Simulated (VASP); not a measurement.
# S (Pm-3m) in VASP: a series of runs

Runs on S. Level: PBE. Tasks: single point.

All numbers are computed with VASP 6.6.1; they aren't measurements. Logs are shortened: lines on timing, memory, paths and dates and some standing lists are left out, and cuts for length are marked.

### 1 The cell of the first run

The structure is cubic, space group Pm-3m (No. 221). The conventional cell has a = 2.178 Å, b = 2.178 Å, c = 2.178 Å, α = 90.00°, β = 90.00°, γ = 90.00°. S (site symmetry m-3m) has 6 S at 2.18 Å within 2.9 Å.

### 2 Single point, PBE (volume scaled by 0.6)

INCAR reads:

```
PREC = Accurate ; ENCUT = 520
EDIFF = 1E-6 ; ISMEAR = -1
SIGMA = 0.1 ; LREAL = F
LASPH = T ; NELM = 60
ALGO = Normal ; ISIF = 2
LWAVE = F ; LCHARG = F
GGA = PE ; NBANDS = 9
```

KPOINTS reads:

```
regular mesh
0
Gamma
  14 14 14
```

POSCAR reads:

```
S
1.0
    2.1776657347      0.0000000000      0.0000000000
    0.0000000000      2.1776657347      0.0000000000
    0.0000000000      0.0000000000      2.1776657347
S
1
Direct
    0.0000000000      0.0000000000      0.0000000000
```

Potentials or basis: VASP PAW PBE potentials, release 64 (S).

The run is started by

```bash
$ cat potpaw_PBE.64/S/POTCAR > POTCAR
$ mpirun -np 1 vasp_std > vasp.out
```

OUTCAR:

```text
PREC = Accurate
   ENCUT = 520
   EDIFF = 1E-6
   ISMEAR = -1
   LREAL = F
   LASPH = T
   NELM = 60
   ISIF = 2
   GGA = PE

 ion  position               nearest neighbor table
   1  0.000  0.000  0.000-

  LATTYP: Found a simple cubic cell.
 ALAT       =     2.1776657347

  Lattice vectors:

 A1 = (   2.1776657347,   0.0000000000,   0.0000000000)
 A2 = (   0.0000000000,   2.1776657347,   0.0000000000)
 A3 = (   0.0000000000,   0.0000000000,   2.1776657347)

Analysis of symmetry for initial positions (statically):
=====================================================================
 Subroutine PRICEL returns:
 Original cell was already a primitive cell.

 Routine SETGRP: Setting up the symmetry group for a
 simple cubic supercell.

 Subroutine GETGRP returns: Found 48 space group operations
 (whereof 48 operations were pure point group operations)
 out of a pool of 48 trial point group operations.

The static configuration has the point symmetry O_h .

Analysis of symmetry for dynamics (positions and initial velocities):
=====================================================================
 Subroutine PRICEL returns:
 Original cell was already a primitive cell.

 Routine SETGRP: Setting up the symmetry group for a
 simple cubic supercell.

 Subroutine GETGRP returns: Found 48 space group operations
 (whereof 48 operations were pure point group operations)
 out of a pool of 48 trial point group operations.

The dynamic configuration has the point symmetry O_h .

 Subroutine INISYM returns: Found 48 space group operations
 (whereof 48 operations are pure point group operations),
 and found     1 'primitive' translations

----------------------------------------------------------------------------------------

                                     Primitive cell

  volume of cell :      10.3270

  direct lattice vectors                    reciprocal lattice vectors
     2.177665735  0.000000000  0.000000000     0.459207299  0.000000000  0.000000000
     0.000000000  2.177665735  0.000000000     0.000000000  0.459207299  0.000000000
     0.000000000  0.000000000  2.177665735     0.000000000  0.000000000  0.459207299

  length of vectors
     2.177665735  2.177665735  2.177665735     0.459207299  0.459207299  0.459207299

  position of ions in fractional coordinates (direct lattice)
[... 71 lines left out ...]
   ISPIN  =      1    spin polarized calculation?
   LNONCOLLINEAR =      F non collinear calculations
   LSORBIT =      F    spin-orbit coupling
   LASPH  =      T    aspherical Exc in radial PAW
   ENCUT  =  520.0 eV  38.22 Ry    6.18 a.u.   4.05  4.05  4.05*2*pi/ulx,y,z
   NELM   =     60;   NELMIN=  2; NELMDL= -5     # of ELM steps
   EDIFF  = 0.1E-05   stopping-criterion for ELM
   LREAL  =      F    real-space projection
   EDIFFG = 0.1E-04   stopping-criterion for IOM
   NSW    =      0    number of steps for IOM
   IBRION =     -1    ionic relax: 0-MD 1-quasi-New 2-CG
   NFREE  =      0    steps in history (QN), initial steepest desc. (CG)
   ISIF   =      2    stress and relaxation
   ISYM   =      2    0-nonsym 1-usesym 2-fastsym
   POTIM  = 0.5000    time-step for ionic-motion
   TEBEG  =    0.0;   TEEND  =   0.0 temperature during run
   PSTRESS=    0.0 pullay stress
   NELECT =       6.0000    total number of electrons
   NUPDOWN=      -1.0000    fix difference up-down
   EMIN   =  10.00;   EMAX   =-10.00  energy-range for DOS
   EFERMI =   0.00;   METHOD = LEGACY
   ISMEAR =    -1;   SIGMA  =   0.10  broadening in eV -4-tet -1-fermi 0-gaus
   EFERMI_NEDOS =   21; number of points for ismear=-14 and -15
   IALGO  =     38    algorithm
   IMIX   =      4    mixing-type and parameters
     AMIX     =   0.40;   BMIX     =  1.00
     AMIX_MAG =   1.60;   BMIX_MAG =  1.00
  volume/ion in A,a.u.               =      10.33        69.69
  Fermi-wavevector in a.u.,A,eV,Ry     =   1.366052  2.581465 25.389821  1.866099
  Thomas-Fermi vector in A             =   2.492227
   LORBIT       =      0    0 simple, 1 ext, 2 COOP (PROOUT), +10 PAW based schemes
   GGA     = PE    functional components
[... 5 lines left out ...]
 non-spin polarized calculation
  energy-cutoff  :      520.00
  volume of cell :       10.33
 maximum number of plane-waves:       292
   NGX =  9   NGY =  9   NGZ =  9

 number of electron       5.9999996 magnetization

 Free energy of the ion-electron system (eV)
  ---------------------------------------------------
  ext. energy  EPLUGINS =         0.00000000
  ---------------------------------------------------
  free energy    TOTEN  =        -2.01723395 eV

  energy without entropy =       -2.00336069  energy(sigma->0) =       -2.01029732

 E-fermi :  16.2075     XC(G=0): -13.1028

 val. band max:       16.1943699644   @ k =   0.5000   0.3571   0.2857
 cond. band min:      16.2289200369   @ k =   0.3571   0.1429   0.0714
 fundamental gap:      0.0345500725
 Fermi energy:        16.2074912123

 k-point     1 :       0.0000    0.0000    0.0000
  band No.  band energies     occupation
      1      -7.6601      2.00000
      2      18.8018      0.00000
      3      18.8018      0.00000
      4      18.8018      0.00000
      5      21.0566      0.00000
      6      21.0566      0.00000
      7      31.2421      0.00000
      8      43.1723      0.00000
      9      43.1723      0.00000
[... 265 lines left out ...]
 k-point    24 :       0.3571    0.2143    0.0000
  band No.  band energies     occupation
      1      -2.9125      2.00000
      2       6.0417      2.00000
      3      13.3798      2.00000
      4      22.2063      0.00000
      5      23.9044      0.00000
      6      28.7302      0.00000
      7      33.5546      0.00000
      8      37.0561      0.00000
      9      39.1494      0.00000

 [... further k-points ...]

------------------------ aborting loop because EDIFF is reached ----------------------------------------

  FORCE on cell =-STRESS in cart. coord.  units (eV):
  Direction    XX          YY          ZZ          XY          YZ          ZX
  --------------------------------------------------------------------------------------
  -------------------------------------------------------------------------------------
  Total        5.9222895      5.9222895      5.9222895      0.0000000      0.0000000     -0.0000000
  in kB      918.8118009    918.8118009    918.8118009      0.0000000      0.0000000     -0.0000000
  external PRESSURE =     918.8118009 kB  Pullay stress =       0.0000000 kB

 VOLUME and BASIS-vectors are now :
 -----------------------------------------------------------------------------
  energy-cutoff  :      520.00
  volume of cell :       10.33
      direct lattice vectors                 reciprocal lattice vectors
     2.177665735  0.000000000  0.000000000     0.459207299  0.000000000  0.000000000
     0.000000000  2.177665735  0.000000000     0.000000000  0.459207299  0.000000000
     0.000000000  0.000000000  2.177665735     0.000000000  0.000000000  0.459207299

 POSITION                                       TOTAL-FORCE (eV/Angst)
 -----------------------------------------------------------------------------------
      0.00000      0.00000      0.00000         0.000000      0.000000      0.000000
 -----------------------------------------------------------------------------------
    total drift:                                0.000000     -0.000000     -0.000000

  FREE ENERGIE OF THE ION-ELECTRON SYSTEM (eV)
  ---------------------------------------------------
  free  energy   TOTEN  =        -2.0172339489 eV

  energy  without entropy=       -2.0033606920  energy(sigma->0) =       -2.01029732
```

stdout:

```text
POSCAR found type information on POSCAR S
 POSCAR found :  1 types and       1 ions
 scaLAPACK will be used
 LDA part: xc-table for (Slater+PW92), standard interpolation
 POSCAR, INCAR and KPOINTS ok, starting setup
 FFT: planning ... GRIDC
 FFT: planning ... GRID_SOFT
 FFT: planning ... GRID
 WAVECAR not read
 entering main loop
```

Run time: 2.1 s. Hardware: 1 thread of Intel Xeon 6975P-C (Granite Rapids), shared host; peak memory 0.11 GiB.

Results:

* Free energy: -2.0172 eV
* Pressure: 91.9 GPa
* Band gap on the k mesh: zero (band 3 reaches 22.24 eV, above the bottom of band 4 at 11.26 eV)

Levels at points of the mesh, in eV from the Fermi level:
```
           k point  band 1  band 2  band 3  band 4  band 5  band 6  band 7  band 8
(0.00, 0.00, 0.00)  -23.87    2.59    2.59    2.59    4.85    4.85   15.03   26.96
(0.50, 0.00, 0.00)  -18.42  -14.33    6.03    6.03    7.96   14.39   14.39   17.53
(0.50, 0.50, 0.00)  -12.49  -10.16  -10.16   -2.19    9.21   17.49   17.49   17.98
(0.50, 0.50, 0.50)   -6.38   -6.38   -6.38   -4.95    2.37    2.37    2.37   10.54
```

### 3 Single point, PBE (volume scaled by 0.7)

INCAR reads:

```
PREC = Accurate
ENCUT = 520
EDIFF = 1E-7
ISMEAR = -1
SIGMA = 0.1
LREAL = F
LASPH = T
NELM = 60
ALGO = Normal
ISIF = 2
LWAVE = F
LCHARG = F
GGA = PE
NBANDS = 9
```

KPOINTS reads:

```
Automatic mesh
0
Gamma
  14 14 14
```

POSCAR reads:

```
S
1.0
    2.2924866440      0.0000000000      0.0000000000
    0.0000000000      2.2924866440      0.0000000000
    0.0000000000      0.0000000000      2.2924866440
S
1
Direct
    0.0000000000      0.0000000000      0.0000000000
```

Potentials or basis: VASP PAW PBE potentials, release 64 (S).

The run is started by

```bash
$ cat potpaw_PBE.64/S/POTCAR > POTCAR
$ mpirun -np 1 vasp_std > vasp.out
```

Wall time 4.1 s (1 thread of Intel Xeon 6975P-C (Granite Rapids), shared host); peak memory 0.11 GiB.

The run converged. Its results:

```yaml
Free_energy: -2.8062 eV
Pressure: 56.7 GPa
Band_gap_on_the_k_mesh: zero (band 3 reaches 17.98 eV, above the bottom of band 4 at 7.53 eV)
```

Levels at points of the mesh, in eV from the Fermi level:
```tsv
k point	band 1	band 2	band 3	band 4	band 5	band 6
(0.00, 0.00, 0.00)	-21.62	2.02	2.02	2.02	5.56	5.56
(0.50, 0.00, 0.00)	-17.10	-12.35	4.74	4.74	8.30	14.03
(0.50, 0.50, 0.00)	-12.29	-8.84	-8.84	-0.69	7.22	16.24
(0.50, 0.50, 0.50)	-6.56	-5.70	-5.70	-5.70	3.37	3.37
```

### 4 Single point, PBE (volume scaled by 0.7)

INCAR reads:

```
SYSTEM = S
  PREC = Accurate
  ENCUT = 520
  EDIFF = 1E-6
  ISMEAR = -1
  SIGMA = 0.1
  LREAL = .False.
  LASPH = .True.
  NELM = 100
  ALGO = Normal
  ISIF = 2
  LWAVE = .False.
  LCHARG = .True.
  GGA = PE
  LELF = .True.
  LVHAR = .True.
  NBANDS = 9
```

KPOINTS reads:

```
Automatic mesh
0
Gamma
  14 14 14
  0 0 0
```

POSCAR is that of step 3.

Potentials or basis: VASP PAW PBE potentials, release 64 (S).

The run is started by

```bash
$ cat potpaw_PBE.64/S/POTCAR > POTCAR
$ mpirun -np 1 vasp_std > vasp.out
```

OUTCAR:

```text
SYSTEM = S
   PREC = Accurate
   ENCUT = 520
   EDIFF = 1E-6
   ISMEAR = -1
   LREAL = .False.
   LASPH = .True.
   NELM = 100
   ISIF = 2
   GGA = PE

 ion  position               nearest neighbor table
   1  0.000  0.000  0.000-

  LATTYP: Found a simple cubic cell.
 ALAT       =     2.2924866440

  Lattice vectors:

 A1 = (   2.2924866440,   0.0000000000,   0.0000000000)
 A2 = (   0.0000000000,   2.2924866440,   0.0000000000)
 A3 = (   0.0000000000,   0.0000000000,   2.2924866440)

Analysis of symmetry for initial positions (statically):
=====================================================================
 Subroutine PRICEL returns:
 Original cell was already a primitive cell.

 Routine SETGRP: Setting up the symmetry group for a
 simple cubic supercell.

 Subroutine GETGRP returns: Found 48 space group operations
 (whereof 48 operations were pure point group operations)
 out of a pool of 48 trial point group operations.

The static configuration has the point symmetry O_h .

[... 161 lines left out ...]
 cond. band min:      13.2379914836   @ k =   0.5000   0.4286   0.0714
 fundamental gap:      0.0370387097
 Fermi energy:        13.2325409394

 k-point     1 :       0.0000    0.0000    0.0000
  band No.  band energies     occupation
      1      -8.3891      2.00000
      2      15.2553      0.00000
      3      15.2553      0.00000
      4      15.2553      0.00000
      5      18.7902      0.00000
      6      18.7902      0.00000
      7      26.4369      0.00000
      8      38.1491      0.00000
      9      38.1491      0.00000
[... 265 lines left out ...]
 k-point    24 :       0.3571    0.2143    0.0000
  band No.  band energies     occupation
      1      -4.2732      2.00000
      2       4.3616      2.00000
      3      10.6753      2.00000
      4      18.0408      0.00000
      5      21.1035      0.00000
      6      24.9883      0.00000
      7      29.7365      0.00000
      8      32.4916      0.00000
      9      34.6205      0.00000

 [... further k-points ...]

------------------------ aborting loop because EDIFF is reached ----------------------------------------

  FORCE on cell =-STRESS in cart. coord.  units (eV):
  Direction    XX          YY          ZZ          XY          YZ          ZX
  --------------------------------------------------------------------------------------
  -------------------------------------------------------------------------------------
  Total        4.2670795      4.2670795      4.2670795     -0.0000000      0.0000000      0.0000000
  in kB      567.4412069    567.4412069    567.4412069     -0.0000000      0.0000000      0.0000000
  external PRESSURE =     567.4412069 kB  Pullay stress =       0.0000000 kB

 VOLUME and BASIS-vectors are now :
 -----------------------------------------------------------------------------
  energy-cutoff  :      520.00
  volume of cell :       12.05
      direct lattice vectors                 reciprocal lattice vectors
     2.292486644  0.000000000  0.000000000     0.436207558  0.000000000  0.000000000
     0.000000000  2.292486644  0.000000000     0.000000000  0.436207558  0.000000000
     0.000000000  0.000000000  2.292486644     0.000000000  0.000000000  0.436207558

 POSITION                                       TOTAL-FORCE (eV/Angst)
 -----------------------------------------------------------------------------------
      0.00000      0.00000      0.00000         0.000000      0.000000      0.000000
 -----------------------------------------------------------------------------------
    total drift:                                0.000000      0.000000      0.000000

  FREE ENERGIE OF THE ION-ELECTRON SYSTEM (eV)
  ---------------------------------------------------
  free  energy   TOTEN  =        -2.8061763918 eV

  energy  without entropy=       -2.7934371155  energy(sigma->0) =       -2.79980675
```

stdout:

```text
POSCAR found type information on POSCAR S
 POSCAR found :  1 types and       1 ions
 scaLAPACK will be used
 LDA part: xc-table for (Slater+PW92), standard interpolation
 POSCAR, INCAR and KPOINTS ok, starting setup
 FFT: planning ... GRIDC
 FFT: planning ... GRID_SOFT
 FFT: planning ... GRID
 WAVECAR not read
 entering main loop
```

Wall time 4.2 s (1 thread of Intel Xeon 6975P-C (Granite Rapids), shared host); peak memory 0.12 GiB.

Results:

```
Free energy            : -2.8062 eV
Pressure               : 56.7 GPa
Band gap on the k mesh : zero (band 3 reaches 17.98 eV, above the bottom of band 4 at 7.53 eV)
```
